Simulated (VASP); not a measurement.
A run of VASP 6.6.1 is set up as follows.

File INCAR:

```
PREC = Accurate
ENCUT = 520
EDIFF = 1E-6
ISMEAR = 0
SIGMA = 0.15
LREAL = F
LASPH = T
NELM = 60
ALGO = Normal
ISIF = 2
LWAVE = F
LCHARG = F
GGA = PE
NBANDS = 16
```

The input KPOINTS:

```
regular mesh
0
Gamma
  18 18 16
```

Contents of POSCAR:

```
WC
1.0
    2.9005014360      0.0000000000      0.0000000000
   -1.4502507180      2.5119079273      0.0376786189
    0.0000000000      0.0424350000      2.8290000000
W C
1 1
Direct
    0.0000000000      0.0000000000      0.0000000000
    0.6666666667      0.3333333333      0.5000000000
```

Potentials or basis: VASP PAW PBE potentials, release 64 (W_sv, C).

Run with:

```sh
$ cat potpaw_PBE.64/W_sv/POTCAR potpaw_PBE.64/C/POTCAR > POTCAR
$ mpirun -np 1 vasp_std > vasp.out
```

What does it give for the pressure?

10.0 GPa.

Estimate the largest force.

0.028 eV/Å.

What does it give for the band gap on the k mesh?

Zero (band 9 reaches 11.80 eV, above the bottom of band 10 at 10.59 eV).

Stress tensor (GPa, compression positive):
```
 9.55  0.00  0.00
 0.00  9.86 -9.65
 0.00 -9.65 10.63
```

Caveat: the cell differs from its parent crystal (strain +0.0300 x Voigt [0, 0, 0, 1, 0, 0]); spin-orbit coupling is left out, which moves the levels of the heavy elements.
